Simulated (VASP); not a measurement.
# NaB (Fm-3m) in VASP: a series of runs

Runs on NaB. Level: PBE. Tasks: single point.

Program: VASP 6.6.1. These are calculated values, not measurements. Logs are shortened: lines on timing, memory, paths and dates and some standing lists are left out, and cuts for length are marked.

## (1) The cell of the first run

Symmetry: Fm-3m, No. 225, cubic system. Conventional cell: a = 5.813 Å, b = 5.813 Å, c = 5.813 Å, α = 90.00°, β = 90.00°, γ = 90.00°. Na (site symmetry m-3m) has 6 B at 2.91 Å within 3.8 Å. B (site symmetry m-3m) has 6 Na at 2.91 Å within 3.8 Å.

## (2) Single point, PBE

Input file INCAR:

```
PREC     = Accurate       # precision mode
ENCUT    = 520            # plane-wave cutoff, eV
EDIFF    = 1E-7           # SCF threshold, eV
ISMEAR   = 0              # smearing method
SIGMA    = 0.1            # smearing width, eV
LREAL    = False          # projectors in reciprocal space
LASPH    = True           # aspherical terms in the spheres
NELM     = 80             # most SCF steps
ALGO     = Normal         # electronic algorithm
ISIF     = 2              # what is computed and relaxed
LWAVE    = False          # write WAVECAR
LCHARG   = True           # write CHGCAR
GGA      = PE             # functional
LELF     = True           # ELF
LVHAR    = True         
NELECT   = 9.5          
NBANDS   = 12             # bands
```

Input file KPOINTS:

```
regular mesh
0
Gamma
  4 4 4
```

Input file POSCAR:

```
NaB
1.0
    0.0000000000      2.9064479804      2.9064479804
    2.9064479804      0.0000000000      2.9064479804
    2.9064479804      2.9064479804      0.0000000000
Na B
1 1
Direct
    0.0000000000      0.0000000000      0.0000000000
    0.5000000000      0.5000000000      0.5000000000
```

Potentials or basis: VASP PAW PBE potentials, release 64 (Na_pv, B).

On the command line:

```console
cat potpaw_PBE.64/Na_pv/POTCAR potpaw_PBE.64/B/POTCAR > POTCAR
mpirun -np 1 vasp_std > vasp.out
```

OUTCAR:

```text
PREC = Accurate
   ENCUT = 520
   EDIFF = 1E-7
   ISMEAR = 0
   LREAL = False
   LASPH = True
   NELM = 80
   ISIF = 2
   GGA = PE
   NELECT = 9.5

 ion  position               nearest neighbor table
   1  0.000  0.000  0.000-
   2  0.500  0.500  0.500-

  LATTYP: Found a face centered cubic cell.
 ALAT       =     5.8128959608

  Lattice vectors:

 A1 = (   0.0000000000,   2.9064479804,   2.9064479804)
 A2 = (   2.9064479804,   0.0000000000,   2.9064479804)
 A3 = (   2.9064479804,   2.9064479804,   0.0000000000)

Analysis of symmetry for initial positions (statically):
=====================================================================
 Subroutine PRICEL returns:
 Original cell was already a primitive cell.

 Routine SETGRP: Setting up the symmetry group for a
 face centered cubic supercell.

 Subroutine GETGRP returns: Found 48 space group operations
 (whereof 48 operations were pure point group operations)
 out of a pool of 48 trial point group operations.

The static configuration has the point symmetry O_h .

Analysis of symmetry for dynamics (positions and initial velocities):
=====================================================================
 Subroutine PRICEL returns:
 Original cell was already a primitive cell.

 Routine SETGRP: Setting up the symmetry group for a
 face centered cubic supercell.

 Subroutine GETGRP returns: Found 48 space group operations
 (whereof 48 operations were pure point group operations)
 out of a pool of 48 trial point group operations.

The dynamic configuration has the point symmetry O_h .

 Subroutine INISYM returns: Found 48 space group operations
 (whereof 48 operations are pure point group operations),
 and found     1 'primitive' translations

----------------------------------------------------------------------------------------

                                     Primitive cell

  volume of cell :      49.1041

  direct lattice vectors                    reciprocal lattice vectors
     0.000000000  2.906447980  2.906447980    -0.172031292  0.172031292  0.172031292
     2.906447980  0.000000000  2.906447980     0.172031292 -0.172031292  0.172031292
     2.906447980  2.906447980  0.000000000     0.172031292  0.172031292 -0.172031292

  length of vectors
     4.110338152  4.110338152  4.110338152     0.297966938  0.297966938  0.297966938

  position of ions in fractional coordinates (direct lattice)
     0.000000000  0.000000000  0.000000000
     0.500000000  0.500000000  0.500000000

  ion indices of the primitive-cell ions
   primitive index   ion index
                 1           1
                 2           2

----------------------------------------------------------------------------------------

 KPOINTS: regular mesh

Automatic generation of k-mesh.
 Grid dimensions read from file:
 generate k-points for:    4    4    4

 Generating k-lattice:

  Cartesian coordinates                     Fractional coordinates (reciprocal lattice)
    -0.043007823  0.043007823  0.043007823     0.250000000  0.000000000  0.000000000
     0.043007823 -0.043007823  0.043007823     0.000000000  0.250000000  0.000000000
     0.043007823  0.043007823 -0.043007823     0.000000000  0.000000000  0.250000000

  Length of vectors
     0.074491734  0.074491734  0.074491734

  Shift w.r.t. Gamma in fractional coordinates (k-lattice)
     0.000000000  0.000000000  0.000000000

 Subroutine IBZKPT returns following result:
 ===========================================

 Found      8 irreducible k-points:

 Following reciprocal coordinates:
            Coordinates               Weight
  0.000000  0.000000  0.000000      1.000000
  0.250000  0.000000  0.000000      8.000000
  0.500000  0.000000  0.000000      4.000000
  0.250000  0.250000  0.000000      6.000000
  0.500000  0.250000  0.000000     24.000000
 -0.250000  0.250000  0.000000     12.000000
  0.500000  0.500000  0.000000      3.000000
 -0.250000  0.500000  0.250000      6.000000
   k-points           NKPTS =      8   k-points in BZ     NKDIM =      8   number of bands    NBANDS=     12
   number of dos      NEDOS =    301   number of ions     NIONS =      2
   total plane-waves  NPLWV =  32768
   dimension x,y,z NGX =    32 NGY =   32 NGZ =   32
   dimension x,y,z NGXF=    64 NGYF=   64 NGZF=   64
   ions per type =               1   1
   NGX,Y,Z   is equivalent  to a cutoff of  12.94, 12.94, 12.94 a.u.
   NGXF,Y,Z  is equivalent  to a cutoff of  25.89, 25.89, 25.89 a.u.
 SYSTEM =  unknown system
   PREC   = accura    normal or accurate (medium, high low for compatibility)
   ISTART =      0    job   : 0-new  1-cont  2-samecut
   ICHARG =      2    charge: 1-file 2-atom 10-const
   ISPIN  =      1    spin polarized calculation?
   LNONCOLLINEAR =      F non collinear calculations
   LSORBIT =      F    spin-orbit coupling
   LASPH  =      T    aspherical Exc in radial PAW
   ENCUT  =  520.0 eV  38.22 Ry    6.18 a.u.   7.64  7.64  7.64*2*pi/ulx,y,z
   NELM   =     80;   NELMIN=  2; NELMDL= -5     # of ELM steps
   EDIFF  = 0.1E-06   stopping-criterion for ELM
   LREAL  =      F    real-space projection
   EDIFFG = 0.1E-05   stopping-criterion for IOM
   NSW    =      0    number of steps for IOM
   IBRION =     -1    ionic relax: 0-MD 1-quasi-New 2-CG
   NFREE  =      0    steps in history (QN), initial steepest desc. (CG)
   ISIF   =      2    stress and relaxation
   ISYM   =      2    0-nonsym 1-usesym 2-fastsym
   POTIM  = 0.5000    time-step for ionic-motion
   TEBEG  =    0.0;   TEEND  =   0.0 temperature during run
   PSTRESS=    0.0 pullay stress
   NELECT =       9.5000    total number of electrons
   NUPDOWN=      -1.0000    fix difference up-down
   EMIN   =  10.00;   EMAX   =-10.00  energy-range for DOS
   EFERMI =   0.00;   METHOD = LEGACY
   ISMEAR =     0;   SIGMA  =   0.10  broadening in eV -4-tet -1-fermi 0-gaus
   EFERMI_NEDOS =   21; number of points for ismear=-14 and -15
   IALGO  =     38    algorithm
   IMIX   =      4    mixing-type and parameters
     AMIX     =   0.40;   BMIX     =  1.00
     AMIX_MAG =   1.60;   BMIX_MAG =  1.00
  volume/ion in A,a.u.               =      24.55       165.69
  Fermi-wavevector in a.u.,A,eV,Ry     =   0.946840  1.789269 12.197717  0.896507
  Thomas-Fermi vector in A             =   2.074877
   LORBIT       =      0    0 simple, 1 ext, 2 COOP (PROOUT), +10 PAW based schemes
   GGA     = PE    functional components
   LHFCALC =     F    Hartree Fock is set to
   AEXX    =    0.0000 exact exchange contribution
   IVDW    =     0    specifies the selected vdW correction
   LEPSILON=     F    determine dielectric tensor
   LRPA    =     F    only Hartree local field effects (RPA)
 non-spin polarized calculation
 Gauss-broadening in eV      SIGMA  =   0.10
  energy-cutoff  :      520.00
  volume of cell :       49.10
 maximum number of plane-waves:      1363
 NGX is ok and might be reduce to    32
   NGX = 15   NGY = 15   NGZ = 15

 number of electron      10.0000000 magnetization

 number of electron       9.4999994 magnetization

 Free energy of the ion-electron system (eV)
  ---------------------------------------------------
  ext. energy  EPLUGINS =         0.00000000
  ---------------------------------------------------
  free energy    TOTEN  =        -4.00561873 eV

  energy without entropy =       -3.99522524  energy(sigma->0) =       -4.00042199

 E-fermi :  -0.4030     XC(G=0):  -7.1301

 val. band max:       -0.6371217257   @ k =  -0.2500   0.2500   0.0000
 cond. band min:      -0.3881731697   @ k =  -0.2500   0.5000   0.2500
 fundamental gap:      0.2489485559
 Fermi energy:        -0.4029671640

 k-point     1 :       0.0000    0.0000    0.0000
  band No.  band energies     occupation
      1     -23.1669      2.00000
      2     -23.1669      2.00000
      3     -23.1669      2.00000
      4      -6.6247      2.00000
      5       1.5929      0.00000
      6       1.5929      0.00000
      7       1.5929      0.00000
      8       5.3541      0.00000
      9       9.6181      0.00000
     10       9.6181      0.00000
     11       9.6181      0.00000
     12      11.6911      0.00000

 k-point     2 :       0.2500    0.0000    0.0000
  band No.  band energies     occupation
      1     -23.1746      2.00000
      2     -23.1677      2.00000
      3     -23.1677      2.00000
      4      -6.1293      2.00000
      5      -0.0193      0.00000
      6       1.3944      0.00000
      7       1.3944      0.00000
      8       6.2612      0.00000
      9       8.3065      0.00000
     10       9.8407      0.00000
     11       9.8407      0.00000
     12      11.8685      0.00000

 k-point     3 :       0.5000    0.0000    0.0000
  band No.  band energies     occupation
      1     -23.1822      2.00000
      2     -23.1686      2.00000
      3     -23.1686      2.00000
      4      -5.4253      2.00000
      5      -1.4839      2.00000
      6       1.2170      0.00000
      7       1.2170      0.00000
      8       6.1472      0.00000
      9       8.9752      0.00000
     10       9.3193      0.00000
     11       9.3193      0.00000
     12      11.7848      0.00000

 k-point     4 :       0.2500    0.2500    0.0000
  band No.  band energies     occupation
      1     -23.1739      2.00000
      2     -23.1696      2.00000
      3     -23.1696      2.00000
      4      -5.9784      2.00000
      5       0.1129      0.00000
      6       1.0664      0.00000
      7       1.0664      0.00000
      8       6.6371      0.00000
      9       7.1932      0.00000
     10       9.0403      0.00000
     11      10.7725      0.00000
     12      10.7725      0.00000

 k-point     5 :       0.5000    0.2500    0.0000
  band No.  band energies     occupation
      1     -23.1793      2.00000
      2     -23.1726      2.00000
      3     -23.1705      2.00000
      4      -5.2979      2.00000
      5      -0.9155      2.00000
      6       0.3068      0.00000
      7       0.9061      0.00000
      8       6.6692      0.00000
      9       7.6122      0.00000
     10       8.6041      0.00000
     11      10.5538      0.00000
     12      11.9030      0.00000

 k-point     6 :      -0.2500    0.2500    0.0000
  band No.  band energies     occupation
      1     -23.1777      2.00000
      2     -23.1730      2.00000
      3     -23.1686      2.00000
      4      -5.5179      2.00000
      5      -0.6371      1.99907
      6       0.2236      0.00000
      7       1.2063      0.00000
      8       7.3804      0.00000
      9       8.0394      0.00000
     10       8.1207      0.00000
     11      10.1551      0.00000
     12      11.8152      0.00000

 k-point     7 :       0.5000    0.5000    0.0000
  band No.  band energies     occupation
      1     -23.1805      2.00000
      2     -23.1724      2.00000
      3     -23.1724      2.00000
      4      -5.1178      2.00000
      5      -1.0803      2.00000
      6       0.6382      0.00000
      7       0.6382      0.00000
      8       5.7604      0.00000
      9       6.1212      0.00000
     10       9.5007      0.00000
     11      12.0670      0.00000
     12      12.0670      0.00000

 k-point     8 :      -0.2500    0.5000    0.2500
  band No.  band energies     occupation
      1     -23.1764      2.00000
      2     -23.1764      2.00000
      3     -23.1725      2.00000
      4      -5.0673      2.00000
      5      -0.3882      0.83428
      6      -0.3882      0.83425
      7       0.2991      0.00000
      8       7.0674      0.00000
      9       8.1071      0.00000
     10       8.1071      0.00000
     11       9.8998      0.00000
     12      13.3133      0.00000

------------------------ aborting loop because EDIFF is reached ----------------------------------------

  FORCE on cell =-STRESS in cart. coord.  units (eV):
  Direction    XX          YY          ZZ          XY          YZ          ZX
  --------------------------------------------------------------------------------------
  -------------------------------------------------------------------------------------
  Total       -2.6074789     -2.6074789     -2.6074789      0.0000000      0.0000000      0.0000000
  in kB      -85.0773047    -85.0773047    -85.0773047      0.0000000      0.0000000      0.0000000
  external PRESSURE =     -85.0773047 kB  Pullay stress =       0.0000000 kB

 VOLUME and BASIS-vectors are now :
 -----------------------------------------------------------------------------
  energy-cutoff  :      520.00
  volume of cell :       49.10
      direct lattice vectors                 reciprocal lattice vectors
     0.000000000  2.906447980  2.906447980    -0.172031292  0.172031292  0.172031292
     2.906447980  0.000000000  2.906447980     0.172031292 -0.172031292  0.172031292
     2.906447980  2.906447980  0.000000000     0.172031292  0.172031292 -0.172031292

 POSITION                                       TOTAL-FORCE (eV/Angst)
 -----------------------------------------------------------------------------------
      0.00000      0.00000      0.00000        -0.000000     -0.000000     -0.000000
      2.90645      2.90645      2.90645         0.000000      0.000000      0.000000
 -----------------------------------------------------------------------------------
    total drift:                                0.000000     -0.000000     -0.000000

  FREE ENERGIE OF THE ION-ELECTRON SYSTEM (eV)
  ---------------------------------------------------
  free  energy   TOTEN  =        -4.0056187288 eV

  energy  without entropy=       -3.9952252447  energy(sigma->0) =       -4.00042199
```

Wall time 4.5 s (1 thread of Intel Xeon Platinum 8488C (Sapphire Rapids), shared host); peak memory 0.16 GiB.

What came out:

| Item | Value |
| --- | --- |
| Free energy | -4.0056 eV |

Caveat: the k points lie up to 0.47 Å⁻¹ apart; the cell carries a net charge on a neutralising background, which shifts energy and pressure; the cell is charged against a uniform background, so pressure and absolute levels hang on convention.

## (3) Single point, PBE, collinear spin, zero start

This run uses another cell than the first one, of 17.82 Å³/atom, 0.726 times its volume.

Input file INCAR:

```
ALGO = Normal
EDIFF = 1E-7
ENCUT = 520
GGA = PE
ISIF = 2
ISMEAR = -1
ISPIN = 2
LASPH = T
LCHARG = F
LORBIT = 11
LREAL = F
LWAVE = F
MAGMOM = 0 0
NBANDS = 16
NELM = 150
PREC = Accurate
SIGMA = 0.27211386245988
```

Input file KPOINTS:

```
k-points
0
Gamma
  4 4 4
```

Input file POSCAR:

```
NaB
1.0
    0.0000000000      2.6121911539      2.6121911539
    2.6121911539      0.0000000000      2.6121911539
    2.6121911539      2.6121911539      0.0000000000
Na B
1 1
Direct
    0.0000000000      0.0000000000      0.0000000000
    0.5000000000      0.5000000000      0.5000000000
```

Potentials or basis: VASP PAW PBE potentials, release 64 (Na_pv, B).

On the command line:

```console
cat potpaw_PBE.64/Na_pv/POTCAR potpaw_PBE.64/B/POTCAR > POTCAR
mpirun -np 1 vasp_std > vasp.out
```

Run time: 8.4 s. Hardware: 1 thread of Intel Xeon Platinum 8488C (Sapphire Rapids), shared host; peak memory 0.16 GiB.

It converged, with:

```
Free energy                                           : -4.3523 eV
Pressure                                              : 3.5 GPa
Band gap on the k mesh                                : zero (filled and empty bands overlap)
Net moment                                            : 0.00 μB per cell
Valence electrons inside the program's atomic spheres : Na 6.11; B 1.46
```

Levels at points of the mesh, in eV from the Fermi level:
Spin up:
```tsv
k point	band 1	band 2	band 3	band 4	band 5	band 6	band 7	band 8	band 9	band 10
(0.00, 0.00, 0.00)	-23.00	-23.00	-23.00	-7.44	2.55	2.55	2.55	8.25	10.53	10.53
(0.50, 0.00, 0.00)	-23.05	-23.00	-23.00	-5.31	-2.12	1.85	1.85	7.43	10.82	10.82
(0.50, 0.50, 0.00)	-23.05	-23.02	-23.02	-4.77	-1.59	1.03	1.03	6.11	7.38	12.24
```
Spin down:
| k point | band 2 | band 3 | band 4 | band 5 | band 6 | band 7 | band 8 | band 9 |
| --- | --- | --- | --- | --- | --- | --- | --- | --- |
| (0.00, 0.00, 0.00) | -23.00 | -23.00 | -7.44 | 2.55 | 2.55 | 2.55 | 8.25 | 10.53 |
| (0.50, 0.00, 0.00) | -23.00 | -23.00 | -5.31 | -2.12 | 1.85 | 1.85 | 7.43 | 10.82 |
| (0.50, 0.50, 0.00) | -23.02 | -23.02 | -4.77 | -1.59 | 1.03 | 1.03 | 6.11 | 7.38 |

Caveat: the k points lie up to 0.52 Å⁻¹ apart.

## (4) Single point, PBE

This run uses another cell than the first one, of 19.33 Å³/atom, 0.787 times its volume.

Input file INCAR:

```
PREC = Accurate
ENCUT = 520
EDIFF = 1E-7
ISMEAR = 0
SIGMA = 0.1
LREAL = F
LASPH = T
NELM = 100
ALGO = Normal
ISIF = 2
LWAVE = F
LCHARG = F
GGA = PE
NBANDS = 12
```

Input file KPOINTS:

```
Automatic mesh
0
Gamma
  8 8 8
```

Input file POSCAR:

```
NaB
1.0
    0.0000000000      2.6838690000      2.6838690000
    2.6838690000      0.0000000000      2.6838690000
    2.6838690000      2.6838690000      0.0000000000
Na B
1 1
Direct
    0.0000000000      0.0000000000      0.0000000000
    0.5000000000      0.5000000000      0.5000000000
```

On the command line:

```console
cat potpaw_PBE.64/Na_pv/POTCAR potpaw_PBE.64/B/POTCAR > POTCAR
mpirun -np 1 vasp_std > vasp.out
```

Run time: 8.2 s. Hardware: 1 thread of Intel Xeon Platinum 8488C (Sapphire Rapids), shared host; peak memory 0.15 GiB.

The run converged. Its results:

```
Free energy            : -4.3127 eV
Pressure               : 0.1 GPa
Band gap on the k mesh : zero (band 5 reaches 3.13 eV, above the bottom of band 6 at 0.23 eV)
```

Levels at points of the mesh, in eV from the Fermi level:
| k point | band 1 | band 2 | band 3 | band 4 | band 5 | band 6 | band 7 | band 8 | band 9 | band 10 |
| --- | --- | --- | --- | --- | --- | --- | --- | --- | --- | --- |
| (0.00, 0.00, 0.00) | -22.99 | -22.99 | -22.99 | -7.12 | 2.41 | 2.41 | 2.41 | 7.46 | 10.28 | 10.28 |
| (0.50, 0.00, 0.00) | -23.03 | -22.99 | -22.99 | -5.22 | -1.88 | 1.80 | 1.80 | 7.08 | 10.41 | 10.41 |
| (0.50, 0.50, 0.00) | -23.02 | -23.00 | -23.00 | -4.73 | -1.39 | 1.03 | 1.03 | 6.10 | 6.93 | 11.55 |

(Part 1 of 2 ends here.)
